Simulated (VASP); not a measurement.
# YRe3 (Pm-3m) in VASP: further runs, part 2 of 2

VASP 6.6.1. The steps go on from the part before.

## Step 5: Single point, PBE

This run uses another cell than the first one, of 17.40 Å³/atom.

The input, INCAR:

```
SYSTEM = YRe3
ALGO = Fast
EDIFF = 1E-7
ENCUT = 520
GGA = PE
ISIF = 2
ISMEAR = 0
LASPH = .TRUE.
LCHARG = .FALSE.
LREAL = .FALSE.
LWAVE = .FALSE.
NBANDS = 24
NELM = 60
PREC = Accurate
SIGMA = 0.1
```

The input, KPOINTS:

```
k-points
0
G
  12 12 12
  0 0 0
```

The input, POSCAR:

```
YRe3
1.0
    4.1137925910      0.0000000000      0.0000000000
    0.0000000000      4.1137925910      0.0000000000
    0.0000000000      0.0000000000      4.1137925910
Y Re
1 3
Direct
    0.0000000000      0.0000000000      0.0000000000
    0.0000000000      0.5000000000      0.5000000000
    0.5000000000      0.0000000000      0.5000000000
    0.5000000000      0.5000000000      0.0000000000
```

Potentials or basis: VASP PAW PBE potentials, release 64 (Y_sv, Re).

On the command line:

```sh
$ cat potpaw_PBE.64/Y_sv/POTCAR potpaw_PBE.64/Re/POTCAR > POTCAR
$ mpirun -np 1 vasp_std > vasp.out
```

OUTCAR:

```text
SYSTEM = YRe3
   EDIFF = 1E-7
   ENCUT = 520
   GGA = PE
   ISIF = 2
   ISMEAR = 0
   LASPH = .TRUE.
   LREAL = .FALSE.
   NELM = 60
   PREC = Accurate

 ion  position               nearest neighbor table
   1  0.000  0.000  0.000-   2 2.91   3 2.91   4 2.91   2 2.91   3 2.91   2 2.91   4 2.91   2 2.91
                             3 2.91   4 2.91   3 2.91   4 2.91
   2  0.000  0.500  0.500-   1 2.91   3 2.91   4 2.91   1 2.91   4 2.91   1 2.91   3 2.91   1 2.91
                             3 2.91   4 2.91   4 2.91   3 2.91
   3  0.500  0.000  0.500-   1 2.91   2 2.91   4 2.91   1 2.91   4 2.91   2 2.91   4 2.91   4 2.91
                             1 2.91   2 2.91   1 2.91   2 2.91
   4  0.500  0.500  0.000-   1 2.91   2 2.91   3 2.91   2 2.91   3 2.91   1 2.91   3 2.91   3 2.91
                             1 2.91   2 2.91   2 2.91   1 2.91

  LATTYP: Found a simple cubic cell.
 ALAT       =     4.1137925910

  Lattice vectors:

 A1 = (   4.1137925910,   0.0000000000,   0.0000000000)
 A2 = (   0.0000000000,   4.1137925910,   0.0000000000)
 A3 = (   0.0000000000,   0.0000000000,   4.1137925910)

Analysis of symmetry for initial positions (statically):
=====================================================================
 Subroutine PRICEL returns:
 Original cell was already a primitive cell.

 Routine SETGRP: Setting up the symmetry group for a
 simple cubic supercell.

 Subroutine GETGRP returns: Found 48 space group operations
 (whereof 48 operations were pure point group operations)
 out of a pool of 48 trial point group operations.

The static configuration has the point symmetry O_h .

Analysis of symmetry for dynamics (positions and initial velocities):
=====================================================================
 Subroutine PRICEL returns:
 Original cell was already a primitive cell.

 Routine SETGRP: Setting up the symmetry group for a
 simple cubic supercell.

 Subroutine GETGRP returns: Found 48 space group operations
 (whereof 48 operations were pure point group operations)
 out of a pool of 48 trial point group operations.

The dynamic configuration has the point symmetry O_h .

 Subroutine INISYM returns: Found 48 space group operations
 (whereof 48 operations are pure point group operations),
 and found     1 'primitive' translations

----------------------------------------------------------------------------------------

                                     Primitive cell

  volume of cell :      69.6189

  direct lattice vectors                    reciprocal lattice vectors
     4.113792591  0.000000000  0.000000000     0.243084691  0.000000000  0.000000000
     0.000000000  4.113792591  0.000000000     0.000000000  0.243084691  0.000000000
     0.000000000  0.000000000  4.113792591     0.000000000  0.000000000  0.243084691

  length of vectors
     4.113792591  4.113792591  4.113792591     0.243084691  0.243084691  0.243084691

  position of ions in fractional coordinates (direct lattice)
     0.000000000  0.000000000  0.000000000
     0.000000000  0.500000000  0.500000000
     0.500000000  0.000000000  0.500000000
     0.500000000  0.500000000  0.000000000

  ion indices of the primitive-cell ions
   primitive index   ion index
                 1           1
                 2           2
                 3           3
                 4           4

----------------------------------------------------------------------------------------

 KPOINTS: k-points
[... 29 lines left out ...]
  0.333333  0.000000  0.000000      6.000000
  0.416667  0.000000  0.000000      6.000000
[... 16 lines left out ...]
  0.333333  0.333333  0.000000     12.000000
  0.416667  0.333333  0.000000     24.000000
 [... further k-points ...]
   k-points           NKPTS =     84   k-points in BZ     NKDIM =     84   number of bands    NBANDS=     24
   number of dos      NEDOS =    301   number of ions     NIONS =      4
   total plane-waves  NPLWV =  32768
   dimension x,y,z NGX =    32 NGY =   32 NGZ =   32
   dimension x,y,z NGXF=    64 NGYF=   64 NGZF=   64
   ions per type =               1   3
   NGX,Y,Z   is equivalent  to a cutoff of  12.93, 12.93, 12.93 a.u.
   NGXF,Y,Z  is equivalent  to a cutoff of  25.86, 25.86, 25.86 a.u.
 SYSTEM =  YRe3
   PREC   = accura    normal or accurate (medium, high low for compatibility)
   ISTART =      0    job   : 0-new  1-cont  2-samecut
   ICHARG =      2    charge: 1-file 2-atom 10-const
   ISPIN  =      1    spin polarized calculation?
   LNONCOLLINEAR =      F non collinear calculations
   LSORBIT =      F    spin-orbit coupling
   LASPH  =      T    aspherical Exc in radial PAW
   ENCUT  =  520.0 eV  38.22 Ry    6.18 a.u.   7.65  7.65  7.65*2*pi/ulx,y,z
   NELM   =     60;   NELMIN=  2; NELMDL= -5     # of ELM steps
   EDIFF  = 0.1E-06   stopping-criterion for ELM
   LREAL  =      F    real-space projection
   EDIFFG = 0.1E-05   stopping-criterion for IOM
   NSW    =      0    number of steps for IOM
   IBRION =     -1    ionic relax: 0-MD 1-quasi-New 2-CG
   NFREE  =      0    steps in history (QN), initial steepest desc. (CG)
   ISIF   =      2    stress and relaxation
   ISYM   =      2    0-nonsym 1-usesym 2-fastsym
   POTIM  = 0.5000    time-step for ionic-motion
   TEBEG  =    0.0;   TEEND  =   0.0 temperature during run
   PSTRESS=    0.0 pullay stress
   NELECT =      32.0000    total number of electrons
   NUPDOWN=      -1.0000    fix difference up-down
   EMIN   =  10.00;   EMAX   =-10.00  energy-range for DOS
   EFERMI =   0.00;   METHOD = LEGACY
   ISMEAR =     0;   SIGMA  =   0.10  broadening in eV -4-tet -1-fermi 0-gaus
   EFERMI_NEDOS =   21; number of points for ismear=-14 and -15
   IALGO  =     68    algorithm
   IMIX   =      4    mixing-type and parameters
     AMIX     =   0.40;   BMIX     =  1.00
     AMIX_MAG =   1.60;   BMIX_MAG =  1.00
  volume/ion in A,a.u.               =      17.40       117.45
  Fermi-wavevector in a.u.,A,eV,Ry     =   1.263424  2.387525 21.718164  1.596240
  Thomas-Fermi vector in A             =   2.396782
   LORBIT       =      0    0 simple, 1 ext, 2 COOP (PROOUT), +10 PAW based schemes
   GGA     = PE    functional components
   LHFCALC =     F    Hartree Fock is set to
   AEXX    =    0.0000 exact exchange contribution
   IVDW    =     0    specifies the selected vdW correction
   LEPSILON=     F    determine dielectric tensor
   LRPA    =     F    only Hartree local field effects (RPA)
 non-spin polarized calculation
 RMM-DIIS sequential band-by-band and
 Gauss-broadening in eV      SIGMA  =   0.10
  energy-cutoff  :      520.00
  volume of cell :       69.62
 maximum number of plane-waves:      1924
 NGX is ok and might be reduce to    32
   NGX = 15   NGY = 15   NGZ = 15

 number of electron      32.0000002 magnetization

 Free energy of the ion-electron system (eV)
  ---------------------------------------------------
  ext. energy  EPLUGINS =         0.00000000
  ---------------------------------------------------
  free energy    TOTEN  =       -40.86363050 eV

  energy without entropy =      -40.83762148  energy(sigma->0) =      -40.85062599

 E-fermi :   6.0968     XC(G=0): -12.6366

 val. band max:        6.0913093968   @ k =   0.5000   0.5000   0.0000
 cond. band min:       6.1002177161   @ k =   0.4167   0.4167   0.2500
 fundamental gap:      0.0089083193
 Fermi energy:         6.0967711593

 k-point     1 :       0.0000    0.0000    0.0000
  band No.  band energies     occupation
      1     -34.4072      2.00000
      2     -14.6142      2.00000
      3     -14.6142      2.00000
      4     -14.6142      2.00000
      5      -1.9094      2.00000
      6       1.1713      2.00000
[... 637 lines left out ...]
     23      10.6953      0.00000
     24      11.3074      0.00000

 [... further k-points ...]

------------------------ aborting loop because EDIFF is reached ----------------------------------------

  FORCE on cell =-STRESS in cart. coord.  units (eV):
  Direction    XX          YY          ZZ          XY          YZ          ZX
  --------------------------------------------------------------------------------------
  -------------------------------------------------------------------------------------
  Total       -0.1844230     -0.1844230     -0.1844230     -0.0000000     -0.0000000     -0.0000000
  in kB       -4.2442264     -4.2442264     -4.2442264     -0.0000000     -0.0000000     -0.0000000
  external PRESSURE =      -4.2442264 kB  Pullay stress =       0.0000000 kB

 VOLUME and BASIS-vectors are now :
 -----------------------------------------------------------------------------
  energy-cutoff  :      520.00
  volume of cell :       69.62
      direct lattice vectors                 reciprocal lattice vectors
     4.113792591  0.000000000  0.000000000     0.243084691  0.000000000  0.000000000
     0.000000000  4.113792591  0.000000000     0.000000000  0.243084691  0.000000000
     0.000000000  0.000000000  4.113792591     0.000000000  0.000000000  0.243084691

 POSITION                                       TOTAL-FORCE (eV/Angst)
 -----------------------------------------------------------------------------------
      0.00000      0.00000      0.00000         0.000000      0.000000      0.000000
      0.00000      2.05690      2.05690         0.000000      0.000000      0.000000
      2.05690      0.00000      2.05690         0.000000      0.000000      0.000000
      2.05690      2.05690      0.00000         0.000000      0.000000      0.000000
 -----------------------------------------------------------------------------------
    total drift:                                0.000000     -0.000000     -0.000000

  FREE ENERGIE OF THE ION-ELECTRON SYSTEM (eV)
  ---------------------------------------------------
  free  energy   TOTEN  =       -40.8636304985 eV

  energy  without entropy=      -40.8376214840  energy(sigma->0) =      -40.85062599
```

Wall time 2.9 min (1 thread of Intel Xeon 6975P-C (Granite Rapids), shared host); peak memory 0.29 GiB.

What came out:

* Free energy: -40.8636 eV
* Pressure: -0.4 GPa
* Band gap on the k mesh: zero (bands 16 and 17 overlap by 2.25 eV)

Levels at points of the mesh, in eV from the Fermi level:
```
           k point  band 12  band 13  band 14  band 15  band 16  band 17  band 18  band 19  band 20  band 21
(0.00, 0.00, 0.00)    -0.58    -0.58    -0.58     1.73     1.73     3.14     3.40     3.40     3.40     3.78
(0.50, 0.00, 0.00)    -1.96    -1.79    -1.79    -0.65    -0.30     0.24     0.61     0.61     2.08     3.30
(0.50, 0.50, 0.00)    -1.75    -1.75    -1.59    -1.56    -0.39    -0.12    -0.01    -0.01     0.94     1.05
(0.50, 0.50, 0.50)    -0.75    -0.75    -0.75     0.02     0.02     0.09     1.74     1.74     1.74     3.20
```

Caveat: spin-orbit coupling is left out, which moves the levels of the heavy elements.

## Step 6: Relaxation of cell and atoms, PBE

This run uses another cell than the first one, of 17.43 Å³/atom.

The input, INCAR:

```
ALGO     = Fast           # electronic algorithm
EDIFF    = 1E-6           # SCF threshold, eV
EDIFFG   = -0.01          # ionic threshold
ENCUT    = 600            # plane-wave cutoff, eV
GGA      = PE             # functional
IBRION   = 2              # ionic algorithm
ISIF     = 3              # what is computed and relaxed
ISMEAR   = 0              # smearing method
LASPH    = True           # aspherical terms in the spheres
LCHARG   = False          # write CHGCAR
LREAL    = False          # projectors in reciprocal space
LWAVE    = False          # write WAVECAR
NELM     = 60             # most SCF steps
NSW      = 100            # ionic steps
PREC     = Accurate       # precision mode
SIGMA    = 0.1            # smearing width, eV
```

The input, KPOINTS:

```
k-points
0
Gamma
  12 12 12
```

The input, POSCAR:

```
YRe3
1.0
    4.1156055916      0.0000000000      0.0000000000
    0.0000000000      4.1156055916      0.0000000000
    0.0000000000      0.0000000000      4.1156055916
Y Re
1 3
Direct
    0.0000000000      0.0000000000      0.0000000000
    0.0000000000      0.5000000000      0.5000000000
    0.5000000000      0.0000000000      0.5000000000
    0.5000000000      0.5000000000      0.0000000000
```

Potentials or basis: VASP PAW PBE potentials, release 64 (Y_sv, Re).

On the command line:

```sh
$ cat potpaw_PBE.64/Y_sv/POTCAR potpaw_PBE.64/Re/POTCAR > POTCAR
$ mpirun -np 1 vasp_std > vasp.out
```

Wall time 6.9 min (1 thread of Intel Xeon 6975P-C (Granite Rapids), shared host); peak memory 0.36 GiB.

Results (log left out):

```yaml
Free_energy: -40.8661 eV
Relaxed_volume: 17.37 Å³/atom
Relaxed_cell: a = 4.111 Å, b = 4.111 Å, c = 4.111 Å, α = 90.00°, β = 90.00°, γ = 90.00°
Space_group_after_relaxing_to_0.1_Å: Pm-3m (No. 221)
Energy_gained_by_relaxing: 0.1 meV/atom
Ionic_steps: 3
Pressure_after_relaxing: 0.0 GPa
Band_gap_on_the_k_mesh: zero (bands 16 and 17 overlap by 2.26 eV)
```

The path:
```csv
step,energy change (eV),largest force (eV/Å),pressure (GPa),volume (Å³)
1,0.0000,0.0000,-0.61,69.71
2,0.0015,0.0000,1.46,69.04
3,-0.0005,0.0000,0.04,69.48
```

Final structure:
```xyz
4
Lattice="4.1111 0.0000 0.0000 0.0000 4.1111 0.0000 0.0000 0.0000 4.1111" Properties=species:S:1:pos:R:3 pbc="T T T"
Y     0.0000    0.0000    0.0000
Re    0.0000    2.0555    2.0555
Re    2.0555    0.0000    2.0555
Re    2.0555    2.0555    0.0000
```

Levels at points of the mesh, in eV from the Fermi level:
| k point | band 12 | band 13 | band 14 | band 15 | band 16 | band 17 | band 18 | band 19 | band 20 |
| --- | --- | --- | --- | --- | --- | --- | --- | --- | --- |
| (0.00, 0.00, 0.00) | -0.58 | -0.58 | -0.58 | 1.73 | 1.73 | 3.16 | 3.41 | 3.41 | 3.42 |
| (0.50, 0.00, 0.00) | -1.97 | -1.79 | -1.79 | -0.65 | -0.30 | 0.24 | 0.61 | 0.61 | 2.09 |
| (0.50, 0.50, 0.00) | -1.75 | -1.75 | -1.59 | -1.57 | -0.39 | -0.13 | -0.01 | -0.01 | 1.02 |
| (0.50, 0.50, 0.50) | -0.75 | -0.75 | -0.75 | 0.02 | 0.02 | 0.09 | 1.74 | 1.74 | 1.74 |

Caveat: spin-orbit coupling is left out, which moves the levels of the heavy elements.

## Step 7: Summary

| task | cell | k mesh | cutoff (eV) | gap on the mesh (eV) | pressure (GPa) | relaxed volume (Å³/atom) |
| --- | --- | --- | --- | --- | --- | --- |
| single point | a = 4.086 Å, 4 atoms | 4 × 4 × 4 | 520 | none | 3.9 | - |
| single point | a = 4.116 Å, 4 atoms | 4 × 4 × 4 | 520 | none | -0.8 | - |
| relaxation of cell and atoms | relaxed from a = 4.086 Å, 4 atoms | 4 × 4 × 4 | 600 | none | -0.1 | 17.37 |
| single point | a = 4.114 Å, 4 atoms | 12 × 12 × 12 | 520 | none | -0.4 | - |
| relaxation of cell and atoms | relaxed from a = 4.116 Å, 4 atoms | 12 × 12 × 12 | 600 | none | 0.0 | 17.37 |

Alike in all rows: level PBE; potentials or basis VASP PAW PBE potentials, release 64 (Y_sv, Re); no spin polarisation; smearing gaussian 0.1 eV.

Caveats: some runs use coarse meshes; spin-orbit coupling is left out, which moves the levels of the heavy elements.

Absolute energies hang on the potentials; compare differences alone.
